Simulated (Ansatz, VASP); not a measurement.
**Two plane-wave programs on HfO2**

File POSCAR:

```
HfO2
1.0
    3.4874037232      0.0000000000      0.0000000000
    0.0000000000      3.4874037232      0.0000000000
    0.0000000000      0.0000000000      5.0726070988
Hf O
2 4
Direct
    0.5000000000      0.5000000000      0.5000000000
    0.0000000000      0.0000000000      0.0000000000
    0.0000000000      0.5000000000      0.6961635355
    0.5000000000      0.0000000000      0.8038364645
    0.5000000000      0.0000000000      0.3038364645
    0.0000000000      0.5000000000      0.1961635355
```

File INCAR.step1:

```
ALGO = Normal
EDIFF = 1E-4
ENCUT = 520
GGA = PE
ISMEAR = 0
LASPH = True
LCHARG = False
LREAL = False
LWAVE = True
NBANDS = 31
NELM = 100
PREC = Accurate
SIGMA = 0.05
```

The input INCAR.step2:

```
ALGO = Normal
EDIFF = 1E-6
ENCUT = 520
ISIF = 2
ISMEAR = 0
ISTART = 1
LASPH = True
LCHARG = False
LMIXTAU = True
LREAL = False
LWAVE = False
METAGGA = R2SCAN
NBANDS = 31
NELM = 100
PREC = Accurate
SIGMA = 0.05
```

The input KPOINTS:

```
k-points
0
Gamma
  6 6 6
```

Input for Ansatz:

```yaml
crystal:
  lattice:
    - [3.4874037232, 0.0, 0.0]
    - [0.0, 3.4874037232, 0.0]
    - [0.0, 0.0, 5.0726070988]
  atoms:
    - { symbol: Hf, position: [0.5, 0.5, 0.5] }
    - { symbol: Hf, position: [0.0, 0.0, 0.0] }
    - { symbol: O, position: [0.0, 0.5, 0.6961635355] }
    - { symbol: O, position: [0.5, 0.0, 0.8038364645] }
    - { symbol: O, position: [0.5, 0.0, 0.3038364645] }
    - { symbol: O, position: [0.0, 0.5, 0.1961635355] }
basis:
  ecutwfc: 500
kpoints:
  mp_grid: { grid: [6, 6, 6] }
hamiltonian:
  xc: r2scan
scf:
  occupations: { method: gaussian, width: 0.05 }
output:
  forces: true
  stress: true
  eigenvalues: true
```

Change from the starting cell: strain -0.025 along x and y, -0.025 along z, atoms carried along.

Alike in both runs: task single point; functional r2SCAN; k mesh 6 × 6 × 6; occupations gaussian, width 0.05 eV; no spin polarisation.

```csv
,VASP,Ansatz
version,VASP 6.6.1,Ansatz 0.2.0
potentials or method,"VASP PAW PBE potentials, release 64 (Hf_pv, O), cutoff 520 eV","scalar-relativistic, plane waves, PAW"
valence electrons in the cell,44,76
```

```csv
,VASP,Ansatz,Ansatz less VASP
gap on the k mesh at the Fermi level (eV),5.54,5.55,+0.013
least direct gap on the mesh (eV),5.64,5.65,+0.006
pressure (GPa),19.1,23.2,+4.07
"traceless stress, the component that is largest in VASP (GPa)",-1.88,-1.98,-0.101
rms of the force components (eV/Å),0.194,0.220,+0.0262
```

VASP's potentials were made for PBE, not for r2SCAN. Atom by atom the forces differ by 0.026 eV/Å (rms over components). VASP's potentials hold 44 valence electrons a cell and Ansatz's 76, so a difference there can come from the potentials and not from the codes.

Neither program's run includes spin-orbit coupling.
